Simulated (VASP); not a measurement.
# AgBr (Fm-3m) in VASP: further runs

AgBr is run at these levels: r2SCAN, PBEsol, LDA; tasks: single point, relaxation of cell and atoms.

Program: VASP 6.6.1. These are calculated values, not measurements. Logs are shortened: lines on timing, memory, paths and dates and some standing lists are left out, and cuts for length are marked.

## 1. The cell of the first run

Symmetry: Fm-3m, No. 225, cubic system. The conventional cell has a = 5.786 Å, b = 5.786 Å, c = 5.786 Å, α = 90.00°, β = 90.00°, γ = 90.00°. Within 3.8 Å of Ag (site symmetry m-3m) lie 6 Br at 2.89 Å. Within 3.8 Å of Br (site symmetry m-3m) lie 6 Ag at 2.89 Å.

## 2. Single point, r2SCAN

POSCAR

```
AgBr
1.0
    0.0000000000      2.8927622870      2.8927622870
    2.8927622870      0.0000000000      2.8927622870
    2.8927622870      2.8927622870      0.0000000000
Ag Br
1 1
Direct
    0.0000000000      0.0000000000      0.0000000000
    0.5000000000      0.5000000000      0.5000000000
```

INCAR.step1

```
  PREC = Accurate
  ENCUT = 550
  ISMEAR = -1
  SIGMA = 0.02
  LREAL = False
  LASPH = True
  NELM = 120
  NBANDS = 16
  GGA = PE
  ALGO = Normal
  EDIFF = 1E-5
  LWAVE = True
  LCHARG = False
  GGA_COMPAT = False
```

INCAR.step2

```
  PREC = Accurate
  ENCUT = 550
  EDIFF = 1E-6
  ISMEAR = -1
  SIGMA = 0.02
  LREAL = False
  LASPH = True
  NELM = 120
  ALGO = Normal
  ISIF = 2
  LWAVE = False
  LCHARG = True
  METAGGA = R2SCAN
  LMIXTAU = True
  LELF = True
  LVHAR = True
  NBANDS = 16
  ISTART = 1
  GGA_COMPAT = False
```

KPOINTS

```
regular mesh
0
Gamma
  8 8 8
```

Potentials or basis: VASP PAW PBE potentials, release 64 (Ag, Br).

Command:

```console
cat potpaw_PBE.64/Ag/POTCAR potpaw_PBE.64/Br/POTCAR > POTCAR
cp INCAR.step1 INCAR
mpirun -np 1 vasp_std > vasp.out
cp INCAR.step2 INCAR
mpirun -np 1 vasp_std > vasp.out
```

OUTCAR:

```text
PREC = Accurate
   ENCUT = 550
   EDIFF = 1E-6
   ISMEAR = -1
   LREAL = False
   LASPH = True
   NELM = 120
   ISIF = 2
   METAGGA = R2SCAN
   ISTART = 1

 ion  position               nearest neighbor table
   1  0.000  0.000  0.000-   2 2.89   2 2.89   2 2.89   2 2.89   2 2.89   2 2.89
   2  0.500  0.500  0.500-   1 2.89   1 2.89   1 2.89   1 2.89   1 2.89   1 2.89

  LATTYP: Found a face centered cubic cell.
 ALAT       =     5.7855245740

  Lattice vectors:

 A1 = (   0.0000000000,   2.8927622870,   2.8927622870)
 A2 = (   2.8927622870,   0.0000000000,   2.8927622870)
 A3 = (   2.8927622870,   2.8927622870,   0.0000000000)

Analysis of symmetry for initial positions (statically):
=====================================================================
 Subroutine PRICEL returns:
 Original cell was already a primitive cell.

 Routine SETGRP: Setting up the symmetry group for a
 face centered cubic supercell.

 Subroutine GETGRP returns: Found 48 space group operations
 (whereof 48 operations were pure point group operations)
 out of a pool of 48 trial point group operations.

The static configuration has the point symmetry O_h .

Analysis of symmetry for dynamics (positions and initial velocities):
=====================================================================
 Subroutine PRICEL returns:
 Original cell was already a primitive cell.

 Routine SETGRP: Setting up the symmetry group for a
 face centered cubic supercell.

 Subroutine GETGRP returns: Found 48 space group operations
 (whereof 48 operations were pure point group operations)
 out of a pool of 48 trial point group operations.

The dynamic configuration has the point symmetry O_h .

 Subroutine INISYM returns: Found 48 space group operations
 (whereof 48 operations are pure point group operations),
 and found     1 'primitive' translations

----------------------------------------------------------------------------------------

                                     Primitive cell

  volume of cell :      48.4137

  direct lattice vectors                    reciprocal lattice vectors
     0.000000000  2.892762287  2.892762287    -0.172845174  0.172845174  0.172845174
     2.892762287  0.000000000  2.892762287     0.172845174 -0.172845174  0.172845174
     2.892762287  2.892762287  0.000000000     0.172845174  0.172845174 -0.172845174

  length of vectors
     4.090983659  4.090983659  4.090983659     0.299376623  0.299376623  0.299376623

  position of ions in fractional coordinates (direct lattice)
     0.000000000  0.000000000  0.000000000
     0.500000000  0.500000000  0.500000000

  ion indices of the primitive-cell ions
   primitive index   ion index
                 1           1
                 2           2

----------------------------------------------------------------------------------------

 KPOINTS: regular mesh

Automatic generation of k-mesh.
 Grid dimensions read from file:
 generate k-points for:    8    8    8

 Generating k-lattice:

  Cartesian coordinates                     Fractional coordinates (reciprocal lattice)
    -0.021605647  0.021605647  0.021605647     0.125000000  0.000000000  0.000000000
     0.021605647 -0.021605647  0.021605647     0.000000000  0.125000000  0.000000000
     0.021605647  0.021605647 -0.021605647     0.000000000  0.000000000  0.125000000

  Length of vectors
     0.037422078  0.037422078  0.037422078

  Shift w.r.t. Gamma in fractional coordinates (k-lattice)
     0.000000000  0.000000000  0.000000000

 Subroutine IBZKPT returns following result:
 ===========================================

 Found     29 irreducible k-points:

 Following reciprocal coordinates:
            Coordinates               Weight
  0.000000  0.000000  0.000000      1.000000
  0.125000  0.000000  0.000000      8.000000
  0.250000  0.000000  0.000000      8.000000
  0.375000  0.000000  0.000000      8.000000
  0.500000  0.000000  0.000000      4.000000
  0.125000  0.125000  0.000000      6.000000
[... 16 lines left out ...]
  0.500000  0.250000  0.125000     48.000000
 -0.375000  0.250000  0.125000     24.000000
 [... further k-points ...]
   k-points           NKPTS =     29   k-points in BZ     NKDIM =     29   number of bands    NBANDS=     16
   number of dos      NEDOS =    301   number of ions     NIONS =      2
   total plane-waves  NPLWV =  32768
   dimension x,y,z NGX =    32 NGY =   32 NGZ =   32
   dimension x,y,z NGXF=    64 NGYF=   64 NGZF=   64
   ions per type =               1   1
   NGX,Y,Z   is equivalent  to a cutoff of  13.00, 13.00, 13.00 a.u.
   NGXF,Y,Z  is equivalent  to a cutoff of  26.01, 26.01, 26.01 a.u.
 SYSTEM =  unknown system
   PREC   = accura    normal or accurate (medium, high low for compatibility)
   ISTART =      1    job   : 0-new  1-cont  2-samecut
   ICHARG =      0    charge: 1-file 2-atom 10-const
   ISPIN  =      1    spin polarized calculation?
   LNONCOLLINEAR =      F non collinear calculations
[... 23 lines left out ...]
     AMIX     =   0.40;   BMIX     =  1.00
     AMIX_MAG =   1.60;   BMIX_MAG =  1.00
  volume/ion in A,a.u.               =      24.21       163.36
  Fermi-wavevector in a.u.,A,eV,Ry     =   1.177180  2.224548 18.854315  1.385753
  Thomas-Fermi vector in A             =   2.313531
   LORBIT       =      0    0 simple, 1 ext, 2 COOP (PROOUT), +10 PAW based schemes
   METAGGA = R2SCAN    functional components
   LHFCALC =     F    Hartree Fock is set to
   AEXX    =    0.0000 exact exchange contribution
   IVDW    =     0    specifies the selected vdW correction
   LEPSILON=     F    determine dielectric tensor
   LRPA    =     F    only Hartree local field effects (RPA)
 non-spin polarized calculation
  energy-cutoff  :      550.00
  volume of cell :       48.41
 maximum number of plane-waves:      1428
   NGX = 15   NGY = 15   NGZ = 15

 number of electron      17.9999999 magnetization

 Free energy of the ion-electron system (eV)
  ---------------------------------------------------
  ext. energy  EPLUGINS =         0.00000000
  ---------------------------------------------------
  free energy    TOTEN  =       -35.51435016 eV

  energy without entropy =      -35.51435016  energy(sigma->0) =      -35.51435016

 E-fermi :   3.4624     XC(G=0): -10.2436

 val. band max:        3.0312194484   @ k =   0.5000   0.0000   0.0000
 cond. band min:       4.2771256820   @ k =   0.0000   0.0000   0.0000
 fundamental gap:      1.2459062335
 Fermi energy:         3.4624450945

 k-point     1 :       0.0000    0.0000    0.0000
  band No.  band energies     occupation
      1     -12.4213      2.00000
      2       0.3517      2.00000
      3       0.3517      2.00000
      4       0.3517      2.00000
      5       0.3592      2.00000
      6       0.3592      2.00000
[... 8 lines left out ...]
     15      15.5916      0.00000
     16      15.5916      0.00000

 k-point     2 :       0.1250    0.0000    0.0000
  band No.  band energies     occupation
      1     -12.3636      2.00000
      2      -0.0744      2.00000
      3      -0.0744      2.00000
      4      -0.0202      2.00000
      5       0.3923      2.00000
      6       0.3923      2.00000
[... 8 lines left out ...]
     15      14.5941      0.00000
     16      14.9828      0.00000

 k-point     3 :       0.2500    0.0000    0.0000
  band No.  band energies     occupation
      1     -12.2187      2.00000
      2      -1.0058      2.00000
      3      -0.6024      2.00000
      4      -0.6024      2.00000
      5       0.4906      2.00000
      6       0.4906      2.00000
[... 8 lines left out ...]
     15      14.9790      0.00000
     16      14.9790      0.00000

 k-point     4 :       0.3750    0.0000    0.0000
  band No.  band energies     occupation
      1     -12.0646      2.00000
      2      -1.8077      2.00000
      3      -0.9523      2.00000
      4      -0.9523      2.00000
      5       0.5922      2.00000
      6       0.5922      2.00000
[... 8 lines left out ...]
     15      16.0584      0.00000
     16      16.0584      0.00000
[... 324 lines left out ...]
 k-point    22 :       0.3750    0.2500    0.1250
  band No.  band energies     occupation
      1     -12.1275      2.00000
      2      -1.4229      2.00000
      3      -0.6632      2.00000
      4      -0.2735      2.00000
      5       0.4413      2.00000
      6       0.5776      2.00000
[... 8 lines left out ...]
     15      17.0925      0.00000
     16      17.7308      0.00000

 k-point    23 :       0.5000    0.2500    0.1250
  band No.  band energies     occupation
      1     -12.0156      2.00000
      2      -1.6275      2.00000
      3      -0.9524      2.00000
      4      -0.6679      2.00000
      5       0.5302      2.00000
      6       0.6421      2.00000
[... 8 lines left out ...]
     15      17.4380      0.00000
     16      17.7158      0.00000

 k-point    24 :      -0.3750    0.2500    0.1250
  band No.  band energies     occupation
      1     -11.9679      2.00000
      2      -1.6875      2.00000
      3      -0.9787      2.00000
      4      -0.9550      2.00000
      5       0.5915      2.00000
      6       0.6421      2.00000
[... 8 lines left out ...]
     15      16.2810      0.00000
     16      18.0074      0.00000

 [... further k-points ...]
[... 5 lines left out ...]
  --------------------------------------------------------------------------------------
  -------------------------------------------------------------------------------------
  Total       -0.0196946     -0.0196946     -0.0196946     -0.0000000      0.0000000     -0.0000000
  in kB       -0.6517623     -0.6517623     -0.6517623     -0.0000000      0.0000000     -0.0000000
  external PRESSURE =      -0.6517623 kB  Pullay stress =       0.0000000 kB

 VOLUME and BASIS-vectors are now :
 -----------------------------------------------------------------------------
  energy-cutoff  :      550.00
  volume of cell :       48.41
      direct lattice vectors                 reciprocal lattice vectors
     0.000000000  2.892762287  2.892762287    -0.172845174  0.172845174  0.172845174
     2.892762287  0.000000000  2.892762287     0.172845174 -0.172845174  0.172845174
     2.892762287  2.892762287  0.000000000     0.172845174  0.172845174 -0.172845174

 POSITION                                       TOTAL-FORCE (eV/Angst)
 -----------------------------------------------------------------------------------
      0.00000      0.00000      0.00000        -0.000000      0.000000      0.000000
      2.89276      2.89276      2.89276         0.000000      0.000000      0.000000
 -----------------------------------------------------------------------------------
    total drift:                                0.000000     -0.000000     -0.000000

  FREE ENERGIE OF THE ION-ELECTRON SYSTEM (eV)
  ---------------------------------------------------
  free  energy   TOTEN  =       -35.5143501570 eV

  energy  without entropy=      -35.5143501570  energy(sigma->0) =      -35.51435016
```

Wall time 32 s (1 thread of Intel Xeon 6975P-C (Granite Rapids), shared host); peak memory 0.19 GiB.

What came out:

```yaml
Free_energy: -35.5144 eV
Pressure: -0.1 GPa
Band_gap_on_the_k_mesh: 1.25 eV, indirect (least direct gap 3.19 eV)
```

Caveat: the PAW data sets were made with another functional, which shifts forces and pressure a little.

## 3. Single point, r2SCAN

POSCAR is that of step 2.

INCAR.step1

```
SYSTEM = AgBr
PREC = Accurate
ENCUT = 550
ISMEAR = 0
SIGMA = 0.01
LREAL = .False.
LASPH = .True.
NELM = 120
NBANDS = 16
GGA = PE
ALGO = Normal
EDIFF = 1E-5
LWAVE = .True.
LCHARG = .False.
GGA_COMPAT = .False.
```

INCAR.step2

```
SYSTEM = AgBr
PREC = Accurate
ENCUT = 550
EDIFF = 1E-6
ISMEAR = 0
SIGMA = 0.01
LREAL = .False.
LASPH = .True.
NELM = 120
ALGO = Normal
ISIF = 2
LWAVE = .False.
LCHARG = .False.
METAGGA = R2SCAN
LMIXTAU = .True.
NBANDS = 16
ISTART = 1
GGA_COMPAT = .False.
```

KPOINTS

```
Automatic mesh
0
Gamma
  8 8 8
  0 0 0
```

Potentials or basis: VASP PAW PBE potentials, release 64 (Ag, Br).

Command:

```console
cat potpaw_PBE.64/Ag/POTCAR potpaw_PBE.64/Br/POTCAR > POTCAR
cp INCAR.step1 INCAR
mpirun -np 1 vasp_std > vasp.out
cp INCAR.step2 INCAR
mpirun -np 1 vasp_std > vasp.out
```

Wall time 33 s (1 thread of Intel Xeon 6975P-C (Granite Rapids), shared host); peak memory 0.19 GiB.

Results (log left out):

- Free energy: -35.5144 eV
- Pressure: -0.1 GPa
- Band gap on the k mesh: 1.25 eV, indirect (least direct gap 3.19 eV)

Levels at points of the mesh, in eV from the valence-band top:
```tsv
k point	band 6	band 7	band 8	band 9	band 10	band 11	band 12	band 13
(0.00, 0.00, 0.00)	-2.67	-1.94	-1.94	-1.94	1.25	10.42	10.42	10.42
(0.50, 0.00, 0.00)	-2.40	-2.06	0.00	0.00	4.31	7.08	7.41	7.41
(0.50, 0.50, 0.00)	-2.52	-2.30	-2.30	-2.19	2.19	7.45	9.61	11.77
```

Caveat: the PAW data sets were made with another functional, which shifts forces and pressure a little.

## 4. Relaxation of cell and atoms, PBEsol

This run uses another cell than the first one, of 24.94 Å³/atom, 1.030 times its volume.

INCAR

```
ALGO = Normal ; EDIFF = 1E-7
EDIFFG = -0.005 ; ENCUT = 500
GGA = PS ; GGA_COMPAT = F
IBRION = 2 ; ISIF = 3
ISMEAR = -1 ; LASPH = T
LCHARG = F ; LREAL = F
LWAVE = F ; NELM = 120
NELMIN = 4 ; NSW = 80
PREC = Accurate ; SIGMA = 0.02
```

KPOINTS

```
k-points
0
Gamma
  8 8 8
```

POSCAR

```
AgBr
1.0
    0.0000000000      2.9216612948      2.9216612948
    2.9216612948      0.0000000000      2.9216612948
    2.9216612948      2.9216612948      0.0000000000
Ag Br
1 1
Direct
    0.0000000000      0.0000000000      0.0000000000
    0.5000000000      0.5000000000      0.5000000000
```

Command:

```console
cat potpaw_PBE.64/Ag/POTCAR potpaw_PBE.64/Br/POTCAR > POTCAR
mpirun -np 1 vasp_std > vasp.out
```

It took 19 s on 1 thread of Intel Xeon 6975P-C (Granite Rapids), shared host; peak memory 0.18 GiB.

Results (log left out):

```
Free energy                            : -5.6993 eV
Relaxed volume                         : 22.82 Å³/atom
Relaxed cell                           : a = 4.011 Å, b = 4.011 Å, c = 4.011 Å, α = 60.00°, β = 60.00°, γ = 60.00°
Space group after relaxing (to 0.05 Å) : Fm-3m (No. 225)
Energy gained by relaxing              : 26.7 meV/atom
Ionic steps                            : 3
Pressure after relaxing                : 0.0 GPa
Band gap on the k mesh                 : 0.50 eV, indirect (least direct gap 2.58 eV)
```

Step by step:
```tsv
step	energy change (eV)	largest force (eV/Å)	pressure (GPa)	volume (Å³)
1	0.0000	0.0000	-3.66	49.88
2	-0.0532	0.0000	-0.28	45.88
3	-0.0534	0.0000	-0.01	45.64
```

Final structure:
```yaml
crystal:
  lattice:
    - [0.00000, 2.83636, 2.83636]
    - [2.83636, 0.00000, 2.83636]
    - [2.83636, 2.83636, 0.00000]
  atoms:
    - { symbol: Ag, position: [0.00000, 0.00000, 0.00000] }
    - { symbol: Br, position: [0.50000, 0.50000, 0.50000] }
```

Levels at points of the mesh, in eV from the valence-band top:
```
           k point  band 5  band 6  band 7  band 8  band 9  band 10  band 11  band 12  band 13
(0.00, 0.00, 0.00)   -2.98   -2.98   -2.08   -2.08   -2.08     0.50     9.80     9.80     9.80
(0.50, 0.00, 0.00)   -2.64   -2.64   -2.28    0.00    0.00     3.44     6.56     6.56     6.73
(0.50, 0.50, 0.00)   -3.06   -2.80   -2.52   -2.52   -2.40     1.39     6.84     9.05    11.08
```

Caveat: the PAW data sets were made with another functional, which shifts forces and pressure a little. A k mesh can miss the band edges.

## 5. Relaxation of cell and atoms, LDA

This run uses another cell than the first one, of 24.94 Å³/atom, 1.030 times its volume.

INCAR

```
SYSTEM = AgBr
ALGO     = Normal         ! electronic algorithm
EDIFF    = 1E-7           ! SCF threshold, eV
EDIFFG   = -0.005         ! ionic threshold
ENCUT    = 500            ! plane-wave cutoff, eV
GGA      = CA             ! functional
GGA_COMPAT= .FALSE.      
IBRION   = 2              ! ionic algorithm
ISIF     = 3              ! what is computed and relaxed
ISMEAR   = -1             ! smearing method
LASPH    = .TRUE.         ! aspherical terms in the spheres
LCHARG   = .FALSE.        ! write CHGCAR
LREAL    = .FALSE.        ! projectors in reciprocal space
LWAVE    = .FALSE.        ! write WAVECAR
NELM     = 120            ! most SCF steps
NELMIN   = 4            
NSW      = 80             ! ionic steps
PREC     = Accurate       ! precision mode
SIGMA    = 0.02           ! smearing width, eV
```

KPOINTS

```
k-points
0
G
  8 8 8
  0 0 0
```

POSCAR is that of step 4.

Potentials or basis: VASP PAW LDA potentials, release 64 (Ag, Br).

Command:

```console
cat potpaw_LDA.64/Ag/POTCAR potpaw_LDA.64/Br/POTCAR > POTCAR
mpirun -np 1 vasp_std > vasp.out
```

Run time: 16 s. Hardware: 1 thread of Intel Xeon 6975P-C (Granite Rapids), shared host; peak memory 0.16 GiB.

It converged, with:

| Property | Result |
| --- | --- |
| Free energy | -6.4135 eV |
| Relaxed volume | 21.79 Å³/atom |
| Relaxed cell | a = 3.950 Å, b = 3.950 Å, c = 3.950 Å, α = 60.00°, β = 60.00°, γ = 60.00° |
| Space group after relaxing (to 0.05 Å) | Fm-3m (No. 225) |
| Energy gained by relaxing | 67.6 meV/atom |
| Ionic steps | 3 |
| Pressure after relaxing | 0.0 GPa |
| Band gap on the k mesh | 0.42 eV, indirect (least direct gap 2.65 eV) |

Step by step:
```
step  energy change (eV)  largest force (eV/Å)  pressure (GPa)  volume (Å³)
   1              0.0000                0.0000           -5.96        49.88
   2             -0.1351                0.0000            0.15        43.48
   3             -0.1351                0.0000            0.00        43.58
```

Final structure:
```xyz
2
Lattice="0.0000 2.7931 2.7931 2.7931 0.0000 2.7931 2.7931 2.7931 0.0000" Properties=species:S:1:pos:R:3 pbc="T T T"
Ag    0.0000    0.0000    0.0000
Br    2.7931    2.7931    2.7931
```

Levels at points of the mesh, in eV from the valence-band top:
| k point | band 5 | band 6 | band 7 | band 8 | band 9 | band 10 | band 11 | band 12 | band 13 |
| --- | --- | --- | --- | --- | --- | --- | --- | --- | --- |
| (0.00, 0.00, 0.00) | -3.25 | -3.25 | -2.23 | -2.23 | -2.23 | 0.42 | 9.82 | 9.82 | 9.82 |
| (0.50, 0.00, 0.00) | -2.87 | -2.87 | -2.48 | 0.00 | 0.00 | 3.26 | 6.41 | 6.41 | 6.92 |
| (0.50, 0.50, 0.00) | -3.30 | -3.05 | -2.74 | -2.74 | -2.58 | 1.19 | 6.79 | 9.19 | 11.21 |

Caveat: the volume moved by -13 % from the deposited cell, more than functionals usually miss. LDA usually gives volumes a few per cent too small.

## 6. The runs side by side

```tsv
task	level	potentials or basis	cell	cutoff (eV)	smearing	gap on the mesh (eV)	pressure (GPa)	relaxed volume (Å³/atom)
single point	r2SCAN	VASP PAW PBE potentials, release 64 (Ag, Br)	a = 4.091 Å, angles 60.0°, 2 atoms	550	fermi-dirac 0.02 eV	1.25	-0.1	-
single point	r2SCAN	VASP PAW PBE potentials, release 64 (Ag, Br)	a = 4.091 Å, angles 60.0°, 2 atoms	550	gaussian 0.01 eV	1.25	-0.1	-
relaxation of cell and atoms	PBEsol	VASP PAW PBE potentials, release 64 (Ag, Br)	relaxed from a = 4.132 Å, angles 60.0°, 2 atoms	500	fermi-dirac 0.02 eV	0.50	0.0	22.82
relaxation of cell and atoms	LDA	VASP PAW LDA potentials, release 64 (Ag, Br)	relaxed from a = 4.132 Å, angles 60.0°, 2 atoms	500	fermi-dirac 0.02 eV	0.42	0.0	21.79
```

Alike in all rows: no spin polarisation; k mesh 8 × 8 × 8.

Caveats: the PAW data sets were made with another functional, which shifts forces and pressure a little (some runs); the volume moved by -13 % from the deposited cell, more than functionals usually miss (some runs).

Absolute energies hang on the potentials; compare differences alone.
